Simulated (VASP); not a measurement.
Set up this calculation in VASP 6.6.1, as the native input.

```yaml
Task: relaxation of cell and atoms
Functional: PBE
Potentials_or_basis: VASP PAW PBE potentials, release 64 (Cs_sv, Se)
Cutoff: 600 eV
k_mesh: 6 × 6 × 4
Occupations: gaussian, width 0.1 eV
Spin: no spin polarisation
Dipole_correction: no
Further_INCAR_settings: ALGO = Normal; EDIFF = 1e-07; IBRION = 2; EDIFFG = -0.04; NSW = 90; ISIF = 3
```

The structure of CsSe lies in POSCAR:

```
CsSe
1.0
    5.1557425901      0.0000000000      0.0000000000
   -2.5778712950      4.4650040584      0.0000000000
    0.0000000000      0.0000000000      7.1089930639
Cs Se
2 2
Direct
    0.0000000000      0.0000000000      0.3206478072
    0.0000000000      0.0000000000      0.8206478072
    0.6666666667      0.3333333333      0.2500000000
    0.3333333333      0.6666666667      0.7500000000
```

The cell was generated, and may not be a known phase.

These files were run (other wordings do the same):

INCAR

```
  PREC = Accurate
  ENCUT = 600
  EDIFF = 1E-7
  ISMEAR = 0
  SIGMA = 0.1
  LREAL = False
  LASPH = True
  NELM = 80
  ALGO = Normal
  ISIF = 3
  LWAVE = False
  LCHARG = False
  GGA = PE
  IBRION = 2
  NSW = 90
  EDIFFG = -0.04
```

KPOINTS

```
Automatic mesh
0
Gamma
  6 6 4
```

Potentials or basis: VASP PAW PBE potentials, release 64 (Cs_sv, Se).

Run with:

```console
$ cat potpaw_PBE.64/Cs_sv/POTCAR potpaw_PBE.64/Se/POTCAR > POTCAR
$ mpirun -np 1 vasp_std > vasp.out
```

It gave:

```yaml
Relaxed_volume: 49.27 Å³/atom
Relaxed_cell: a = 4.985 Å, b = 4.985 Å, c = 9.159 Å, α = 90.00°, β = 90.00°, γ = 120.00°
Space_group_after_relaxing_to_0.1_Å: P6_3/mmc (No. 194)
Energy_gained_by_relaxing: 473.8 meV/atom
Ionic_steps: 29
Pressure_after_relaxing: 0.0 GPa
Largest_force_after_relaxing: 0.018 eV/Å
Band_gap_on_the_k_mesh: zero (bands 15 and 16 overlap by 0.32 eV)
```

Caveat: the volume moved by over 15 % at a fixed basis, so the end points are rough; spin-orbit coupling is left out, which moves the levels of the heavy elements.

Wall time 59 min on 1 thread of Oxide Virtual Turin-like Processor, with other jobs on the host, peak memory 0.32 GiB.
